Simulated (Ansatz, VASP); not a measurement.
## Mg: VASP beside Ansatz

```
CELL_PARAMETERS angstrom
3.18918 0.00000 0.00000
-1.59459 2.76191 0.00000
0.00000 0.00000 5.10963
ATOMIC_POSITIONS crystal
Mg 0.33333 0.66667 0.25000
Mg 0.66667 0.33333 0.75000
```

Alike in both runs: functional PBEsol; k mesh 18 × 18 × 8; occupations gaussian, width 0.1 eV; no spin polarisation.

Ansatz relaxed the structure, and its values are those at the end. VASP's run is a single point on that final structure, the one shown.

|  | VASP | Ansatz |
| --- | --- | --- |
| version | VASP 6.6.1 | Ansatz 0.2.0 |
| potentials or method | VASP PAW PBE potentials, release 64 (Mg), cutoff 600 eV | scalar-relativistic, plane waves, PAW |
| valence electrons in the cell | 4 | 20 |

Ansatz gave:

| Quantity | Value |
| --- | --- |
| gap on the k mesh at the Fermi level (eV) | none |
| pressure (GPa) | 0.0 |

Question: Estimate VASP's values.

Answer: gap on the k mesh at the Fermi level (eV): none; pressure (GPa): -0.1.

VASP's potentials were made for PBE, not for PBEsol. A gap of «none» marks a metal or a gap that the smearing closes. VASP's potentials hold 4 valence electrons a cell and Ansatz's 20, so a difference there can come from the potentials and not from the codes.
